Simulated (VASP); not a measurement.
ZnSe:

```
Zn Se
1.0
     0.00000    2.83244    2.83244
     2.83244    0.00000    2.83244
     2.83244    2.83244    0.00000
Zn Se
1 1
Direct
  0.00000 0.00000 0.00000
  0.25000 0.25000 0.25000
```

```yaml
Program: VASP 6.6.1
Task: relaxation of cell and atoms
Functional: PBE
Potentials_or_basis: VASP PAW PBE potentials, release 64 (Zn, Se)
Cutoff: 600 eV
k_mesh: 8 × 8 × 8
Occupations: gaussian, width 0.02 eV
Spin: no spin polarisation
```

At the start: pressure 2.4 GPa; volume 22.72 Å³/atom.

**Question.** How do energy, volume and symmetry change on relaxing?

**Answer.** Over 5 steps the energy falls by 6.6 meV/atom and the volume is 23.65 Å³/atom (+4.1 %); space group F-43m (No. 216, to 0.05 Å).

Step by step:
| step | energy change (eV) | largest force (eV/Å) | pressure (GPa) | volume (Å³) |
| --- | --- | --- | --- | --- |
| 1 | 0.0000 | 0.0000 | 2.43 | 45.45 |
| 2 | -0.0123 | 0.0000 | -0.57 | 47.75 |
| 3 | -0.0132 | 0.0000 | 0.11 | 47.25 |
| 4 | -0.0131 | 0.0000 | -0.06 | 47.33 |
| 5 | -0.0132 | 0.0000 | -0.02 | 47.29 |

Final structure:
```
CELL_PARAMETERS angstrom
0.00000 2.87028 2.87028
2.87028 0.00000 2.87028
2.87028 2.87028 0.00000
ATOMIC_POSITIONS crystal
Zn 0.00000 0.00000 0.00000
Se 0.25000 0.25000 0.25000
```
